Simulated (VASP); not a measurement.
# Pd (Fm-3m) in VASP: further runs

Runs on Pd. Level: PBEsol. Tasks: single point, relaxation of cell and atoms.

Program: VASP 6.6.1. These are calculated values, not measurements. Logs are shortened: lines on timing, memory, paths and dates and some standing lists are left out, and cuts for length are marked.

## Step 1: The cell of the first run

The structure is cubic, space group Fm-3m (No. 225). Conventional cell: a = 3.917 Å, b = 3.917 Å, c = 3.917 Å, α = 90.00°, β = 90.00°, γ = 90.00°. Within 3.7 Å of Pd (site symmetry m-3m) lie 12 Pd at 2.77 Å.

## Step 2: Single point, PBEsol

File INCAR:

```
SYSTEM = Pd
ALGO = Fast
EDIFF = 1E-6
ENCUT = 520
GGA = PS
ISIF = 2
ISMEAR = 0
LASPH = .TRUE.
LCHARG = .FALSE.
LREAL = .FALSE.
LWAVE = .FALSE.
NBANDS = 11
NELM = 60
PREC = Accurate
SIGMA = 0.1
```

File KPOINTS:

```
k-points
0
G
  8 8 8
  0 0 0
```

File POSCAR:

```
Pd
1.0
    0.0000000000      1.9586507900      1.9586507900
    1.9586507900      0.0000000000      1.9586507900
    1.9586507900      1.9586507900      0.0000000000
Pd
1
Direct
    0.0000000000      0.0000000000      0.0000000000
```

Potentials or basis: VASP PAW PBE potentials, release 64 (Pd).

Started as:

```console
> cat potpaw_PBE.64/Pd/POTCAR > POTCAR
> mpirun -np 1 vasp_std > vasp.out
```

OUTCAR:

```text
SYSTEM = Pd
   EDIFF = 1E-6
   ENCUT = 520
   GGA = PS
   ISIF = 2
   ISMEAR = 0
   LASPH = .TRUE.
   LREAL = .FALSE.
   NELM = 60
   PREC = Accurate

 ion  position               nearest neighbor table
   1  0.000  0.000  0.000-

  LATTYP: Found a face centered cubic cell.
 ALAT       =     3.9173015800

  Lattice vectors:

 A1 = (   0.0000000000,   1.9586507900,   1.9586507900)
 A2 = (   1.9586507900,   0.0000000000,   1.9586507900)
 A3 = (   1.9586507900,   1.9586507900,   0.0000000000)

Analysis of symmetry for initial positions (statically):
=====================================================================
 Subroutine PRICEL returns:
 Original cell was already a primitive cell.

 Routine SETGRP: Setting up the symmetry group for a
 face centered cubic supercell.

 Subroutine GETGRP returns: Found 48 space group operations
 (whereof 48 operations were pure point group operations)
 out of a pool of 48 trial point group operations.

The static configuration has the point symmetry O_h .

Analysis of symmetry for dynamics (positions and initial velocities):
=====================================================================
 Subroutine PRICEL returns:
 Original cell was already a primitive cell.

 Routine SETGRP: Setting up the symmetry group for a
 face centered cubic supercell.

 Subroutine GETGRP returns: Found 48 space group operations
 (whereof 48 operations were pure point group operations)
 out of a pool of 48 trial point group operations.

The dynamic configuration has the point symmetry O_h .

 Subroutine INISYM returns: Found 48 space group operations
 (whereof 48 operations are pure point group operations),
 and found     1 'primitive' translations

----------------------------------------------------------------------------------------

                                     Primitive cell

  volume of cell :      15.0280

  direct lattice vectors                    reciprocal lattice vectors
     0.000000000  1.958650790  1.958650790    -0.255277767  0.255277767  0.255277767
     1.958650790  0.000000000  1.958650790     0.255277767 -0.255277767  0.255277767
     1.958650790  1.958650790  0.000000000     0.255277767  0.255277767 -0.255277767

  length of vectors
     2.769950511  2.769950511  2.769950511     0.442154062  0.442154062  0.442154062

  position of ions in fractional coordinates (direct lattice)
     0.000000000  0.000000000  0.000000000

  ion indices of the primitive-cell ions
   primitive index   ion index
                 1           1

----------------------------------------------------------------------------------------

 KPOINTS: k-points

Automatic generation of k-mesh.
 Grid dimensions read from file:
 generate k-points for:    8    8    8

 Generating k-lattice:

  Cartesian coordinates                     Fractional coordinates (reciprocal lattice)
    -0.031909721  0.031909721  0.031909721     0.125000000  0.000000000  0.000000000
     0.031909721 -0.031909721  0.031909721     0.000000000  0.125000000  0.000000000
     0.031909721  0.031909721 -0.031909721     0.000000000  0.000000000  0.125000000

  Length of vectors
     0.055269258  0.055269258  0.055269258

  Shift w.r.t. Gamma in fractional coordinates (k-lattice)
     0.000000000  0.000000000  0.000000000

 Subroutine IBZKPT returns following result:
 ===========================================

 Found     29 irreducible k-points:

 Following reciprocal coordinates:
            Coordinates               Weight
  0.000000  0.000000  0.000000      1.000000
  0.125000  0.000000  0.000000      8.000000
  0.250000  0.000000  0.000000      8.000000
  0.375000  0.000000  0.000000      8.000000
  0.500000  0.000000  0.000000      4.000000
  0.125000  0.125000  0.000000      6.000000
[... 16 lines left out ...]
  0.500000  0.250000  0.125000     48.000000
 -0.375000  0.250000  0.125000     24.000000
 [... further k-points ...]
   k-points           NKPTS =     29   k-points in BZ     NKDIM =     29   number of bands    NBANDS=     11
   number of dos      NEDOS =    301   number of ions     NIONS =      1
   total plane-waves  NPLWV =  13824
   dimension x,y,z NGX =    24 NGY =   24 NGZ =   24
   dimension x,y,z NGXF=    48 NGYF=   48 NGZF=   48
   ions per type =               1
   NGX,Y,Z   is equivalent  to a cutoff of  14.40, 14.40, 14.40 a.u.
   NGXF,Y,Z  is equivalent  to a cutoff of  28.81, 28.81, 28.81 a.u.
 SYSTEM =  Pd
   PREC   = accura    normal or accurate (medium, high low for compatibility)
   ISTART =      0    job   : 0-new  1-cont  2-samecut
   ICHARG =      2    charge: 1-file 2-atom 10-const
   ISPIN  =      1    spin polarized calculation?
   LNONCOLLINEAR =      F non collinear calculations
   LSORBIT =      F    spin-orbit coupling
   LASPH  =      T    aspherical Exc in radial PAW
   ENCUT  =  520.0 eV  38.22 Ry    6.18 a.u.   5.15  5.15  5.15*2*pi/ulx,y,z
   NELM   =     60;   NELMIN=  2; NELMDL= -5     # of ELM steps
   EDIFF  = 0.1E-05   stopping-criterion for ELM
   LREAL  =      F    real-space projection
   EDIFFG = 0.1E-04   stopping-criterion for IOM
   NSW    =      0    number of steps for IOM
   IBRION =     -1    ionic relax: 0-MD 1-quasi-New 2-CG
   NFREE  =      0    steps in history (QN), initial steepest desc. (CG)
   ISIF   =      2    stress and relaxation
   ISYM   =      2    0-nonsym 1-usesym 2-fastsym
   POTIM  = 0.5000    time-step for ionic-motion
   TEBEG  =    0.0;   TEEND  =   0.0 temperature during run
   PSTRESS=    0.0 pullay stress
   NELECT =      10.0000    total number of electrons
   NUPDOWN=      -1.0000    fix difference up-down
   EMIN   =  10.00;   EMAX   =-10.00  energy-range for DOS
   EFERMI =   0.00;   METHOD = LEGACY
   ISMEAR =     0;   SIGMA  =   0.10  broadening in eV -4-tet -1-fermi 0-gaus
   EFERMI_NEDOS =   21; number of points for ismear=-14 and -15
   IALGO  =     68    algorithm
   IMIX   =      4    mixing-type and parameters
     AMIX     =   0.40;   BMIX     =  1.00
     AMIX_MAG =   1.60;   BMIX_MAG =  1.00
  volume/ion in A,a.u.               =      15.03       101.41
  Fermi-wavevector in a.u.,A,eV,Ry     =   1.429249  2.700889 27.793328  2.042752
  Thomas-Fermi vector in A             =   2.549223
   LORBIT       =      0    0 simple, 1 ext, 2 COOP (PROOUT), +10 PAW based schemes
   GGA     = PS    functional components
   LHFCALC =     F    Hartree Fock is set to
   AEXX    =    0.0000 exact exchange contribution
   IVDW    =     0    specifies the selected vdW correction
   LEPSILON=     F    determine dielectric tensor
   LRPA    =     F    only Hartree local field effects (RPA)
 non-spin polarized calculation
 RMM-DIIS sequential band-by-band and
 Gauss-broadening in eV      SIGMA  =   0.10
  energy-cutoff  :      520.00
  volume of cell :       15.03
 maximum number of plane-waves:       415
 NGX is ok and might be reduce to    24
   NGX = 11   NGY = 11   NGZ = 11

 number of electron      10.0000000 magnetization

 number of electron       9.9999999 magnetization

 Free energy of the ion-electron system (eV)
  ---------------------------------------------------
  ext. energy  EPLUGINS =         0.00000000
  ---------------------------------------------------
  free energy    TOTEN  =        -5.93354653 eV

  energy without entropy =       -5.92129294  energy(sigma->0) =       -5.92741973

 E-fermi :   9.4123     XC(G=0): -13.2586

 val. band max:        9.3672616054   @ k =  -0.3750   0.3750   0.1250
 cond. band min:       9.4144949085   @ k =   0.5000   0.2500   0.0000
 fundamental gap:      0.0472333031
 Fermi energy:         9.4123218607

 k-point     1 :       0.0000    0.0000    0.0000
  band No.  band energies     occupation
      1       2.2129      2.00000
      2       6.5732      2.00000
      3       6.5732      2.00000
      4       6.5732      2.00000
      5       8.1531      2.00000
      6       8.1531      2.00000
      7      26.4255      0.00000
      8      31.0826      0.00000
      9      31.0826      0.00000
     10      31.0826      0.00000
     11      36.2457      0.00000

 k-point     2 :       0.1250    0.0000    0.0000
  band No.  band energies     occupation
      1       2.7528      2.00000
      2       6.4063      2.00000
      3       6.7418      2.00000
      4       6.7418      2.00000
      5       8.0881      2.00000
      6       8.0881      2.00000
      7      26.8190      0.00000
      8      28.4034      0.00000
      9      31.6730      0.00000
     10      31.6730      0.00000
     11      36.1575      0.00000

 k-point     3 :       0.2500    0.0000    0.0000
  band No.  band energies     occupation
      1       3.9030      2.00000
      2       6.5129      2.00000
      3       6.8604      2.00000
      4       6.8604      2.00000
      5       8.2995      2.00000
      6       8.2995      2.00000
      7      23.6183      0.00000
      8      27.4312      0.00000
      9      32.6261      0.00000
     10      32.6261      0.00000
     11      35.0481      0.00000

 k-point     4 :       0.3750    0.0000    0.0000
  band No.  band energies     occupation
      1       4.2063      2.00000
      2       6.6492      2.00000
      3       6.6492      2.00000
      4       8.4139      2.00000
      5       8.9703      2.00000
      6       8.9703      2.00000
      7      19.0989      0.00000
      8      26.3136      0.00000
      9      31.1377      0.00000
     10      31.1377      0.00000
     11      35.7416      0.00000
[... 239 lines left out ...]
 k-point    22 :       0.3750    0.2500    0.1250
  band No.  band energies     occupation
      1       4.8968      2.00000
      2       5.5754      2.00000
      3       6.6152      2.00000
      4       7.8274      2.00000
      5       8.0074      2.00000
      6       9.6046      0.00654
      7      24.1620      0.00000
      8      24.9402      0.00000
      9      28.4254      0.00000
     10      31.1063      0.00000
     11      34.6462      0.00000

 k-point    23 :       0.5000    0.2500    0.1250
  band No.  band energies     occupation
      1       5.1114      2.00000
      2       5.9860      2.00000
      3       6.3698      2.00000
      4       7.6475      2.00000
      5       8.8361      2.00000
      6      11.7277      0.00000
      7      19.8105      0.00000
      8      24.2220      0.00000
      9      26.4161      0.00000
     10      31.1701      0.00000
     11      34.8602      0.00000

 k-point    24 :      -0.3750    0.2500    0.1250
  band No.  band energies     occupation
      1       5.0564      2.00000
      2       5.7987      2.00000
      3       6.9438      2.00000
      4       7.4232      2.00000
      5       9.1948      1.99790
      6      14.0646      0.00000
      7      16.5111      0.00000
      8      24.7794      0.00000
      9      25.0206      0.00000
     10      30.2683      0.00000
     11      35.8857      0.00000

 [... further k-points ...]
[... 5 lines left out ...]
  --------------------------------------------------------------------------------------
  -------------------------------------------------------------------------------------
  Total       -0.5132532     -0.5132532     -0.5132532     -0.0000000      0.0000000     -0.0000000
  in kB      -54.7193827    -54.7193827    -54.7193827     -0.0000000      0.0000000     -0.0000000
  external PRESSURE =     -54.7193827 kB  Pullay stress =       0.0000000 kB

 VOLUME and BASIS-vectors are now :
 -----------------------------------------------------------------------------
  energy-cutoff  :      520.00
  volume of cell :       15.03
      direct lattice vectors                 reciprocal lattice vectors
     0.000000000  1.958650790  1.958650790    -0.255277767  0.255277767  0.255277767
     1.958650790  0.000000000  1.958650790     0.255277767 -0.255277767  0.255277767
     1.958650790  1.958650790  0.000000000     0.255277767  0.255277767 -0.255277767

 POSITION                                       TOTAL-FORCE (eV/Angst)
 -----------------------------------------------------------------------------------
      0.00000      0.00000      0.00000        -0.000000     -0.000000     -0.000000
 -----------------------------------------------------------------------------------
    total drift:                               -0.000000      0.000000     -0.000000

  FREE ENERGIE OF THE ION-ELECTRON SYSTEM (eV)
  ---------------------------------------------------
  free  energy   TOTEN  =        -5.9335465334 eV

  energy  without entropy=       -5.9212929359  energy(sigma->0) =       -5.92741973
```

Wall time 8.1 s (1 thread of Intel Xeon 8259CL, shared host); peak memory 0.14 GiB.

What came out:

- Free energy: -5.9335 eV
- Pressure: -5.5 GPa
- Band gap on the k mesh: zero (bands 5 and 6 overlap by 1.55 eV)

Levels at points of the mesh, in eV from the Fermi level:
```csv
k point,band 1,band 2,band 3,band 4,band 5,band 6,band 7,band 8,band 9,band 10
"(0.00, 0.00, 0.00)",-7.20,-2.84,-2.84,-2.84,-1.26,-1.26,17.01,21.67,21.67,21.67
"(0.50, 0.00, 0.00)",-5.28,-2.88,-2.88,-0.09,-0.09,0.86,7.04,16.36,20.73,20.73
"(0.50, 0.50, 0.00)",-5.35,-5.06,-0.11,0.22,0.22,3.15,10.43,12.91,12.91,21.11
```

Caveat: the cell stands under tension; the PAW data sets were made with another functional, which shifts forces and pressure a little.

## Step 3: Single point, PBEsol

This run uses another cell than the first one, of 14.54 Å³/atom.

File INCAR:

```
SYSTEM = Pd
ALGO     = Normal         ! electronic algorithm
EDIFF    = 1E-7           ! SCF threshold, eV
ENCUT    = 520            ! plane-wave cutoff, eV
GGA      = PS             ! functional
ISIF     = 2              ! what is computed and relaxed
ISMEAR   = 0              ! smearing method
LASPH    = .True.         ! aspherical terms in the spheres
LCHARG   = .True.         ! write CHGCAR
LELF     = .True.         ! ELF
LREAL    = .False.        ! projectors in reciprocal space
LVHAR    = .True.       
LWAVE    = .False.        ! write WAVECAR
NBANDS   = 11             ! bands
NELM     = 100            ! most SCF steps
PREC     = Accurate       ! precision mode
SIGMA    = 0.1            ! smearing width, eV
```

File KPOINTS:

```
k-points
0
Gamma
  18 18 18
  0 0 0
```

File POSCAR:

```
Pd
1.0
    0.0000000000      1.9373494069      1.9373494069
    1.9373494069      0.0000000000      1.9373494069
    1.9373494069      1.9373494069      0.0000000000
Pd
1
Direct
    0.0000000000      0.0000000000      0.0000000000
```

Potentials or basis: VASP PAW PBE potentials, release 64 (Pd).

Started as:

```console
> cat potpaw_PBE.64/Pd/POTCAR > POTCAR
> mpirun -np 1 vasp_std > vasp.out
```

OUTCAR:

```text
SYSTEM = Pd
   EDIFF = 1E-7
   ENCUT = 520
   GGA = PS
   ISIF = 2
   ISMEAR = 0
   LASPH = .True.
   LREAL = .False.
   NELM = 100
   PREC = Accurate

 ion  position               nearest neighbor table
   1  0.000  0.000  0.000-

  LATTYP: Found a face centered cubic cell.
 ALAT       =     3.8746988138

  Lattice vectors:

 A1 = (   0.0000000000,   1.9373494069,   1.9373494069)
 A2 = (   1.9373494069,   0.0000000000,   1.9373494069)
 A3 = (   1.9373494069,   1.9373494069,   0.0000000000)
[... 505 lines left out ...]
      2       6.6990      2.00000
      3       7.2754      2.00000
      4       7.3123      2.00000
      5       8.4835      2.00000
      6       9.0237      2.00000
      7      24.8409      0.00000
      8      28.0938      0.00000
      9      32.1597      0.00000
     10      34.4989      0.00000
     11      34.9299      0.00000

 [... further k-points ...]
[... 5 lines left out ...]
  --------------------------------------------------------------------------------------
  -------------------------------------------------------------------------------------
  Total       -0.0268032     -0.0268032     -0.0268032      0.0000000      0.0000000      0.0000000
  in kB       -2.9528632     -2.9528632     -2.9528632      0.0000000      0.0000000      0.0000000
  external PRESSURE =      -2.9528632 kB  Pullay stress =       0.0000000 kB

 VOLUME and BASIS-vectors are now :
 -----------------------------------------------------------------------------
  energy-cutoff  :      520.00
  volume of cell :       14.54
      direct lattice vectors                 reciprocal lattice vectors
     0.000000000  1.937349407  1.937349407    -0.258084576  0.258084576  0.258084576
     1.937349407  0.000000000  1.937349407     0.258084576 -0.258084576  0.258084576
     1.937349407  1.937349407  0.000000000     0.258084576  0.258084576 -0.258084576

 POSITION                                       TOTAL-FORCE (eV/Angst)
 -----------------------------------------------------------------------------------
      0.00000      0.00000      0.00000         0.000000      0.000000      0.000000
 -----------------------------------------------------------------------------------
    total drift:                                0.000000     -0.000000      0.000000

  FREE ENERGIE OF THE ION-ELECTRON SYSTEM (eV)
  ---------------------------------------------------
  free  energy   TOTEN  =        -5.9695385220 eV

  energy  without entropy=       -5.9580402581  energy(sigma->0) =       -5.96378939
```

stdout:

```text
POSCAR found type information on POSCAR Pd
 POSCAR found :  1 types and       1 ions
 scaLAPACK will be used
 -----------------------------------------------------------------------------
|                                                                             |
|                                                                             |
|     You enforced a specific xc type in the INCAR file but a different       |
|     I HOPE YOU KNOW WHAT YOU ARE DOING!                                     |
|                                                                             |
 -----------------------------------------------------------------------------

 LDA part: xc-table for (Slater+PW92), standard interpolation
 POSCAR, INCAR and KPOINTS ok, starting setup
 FFT: planning ... GRIDC
 FFT: planning ... GRID_SOFT
 FFT: planning ... GRID
 WAVECAR not read
 entering main loop
```

Run time: 33 s. Hardware: 1 thread of Intel Xeon 8259CL, shared host; peak memory 0.15 GiB.

What came out:

- Free energy: -5.9695 eV
- Pressure: -0.3 GPa
- Band gap on the k mesh: zero (bands 5 and 6 overlap by 1.62 eV)

Caveat: the PAW data sets were made with another functional, which shifts forces and pressure a little.

(Part 1 of 2 ends here.)

The gap in the log of VASP goes by the Fermi energy; the results here count the filled bands.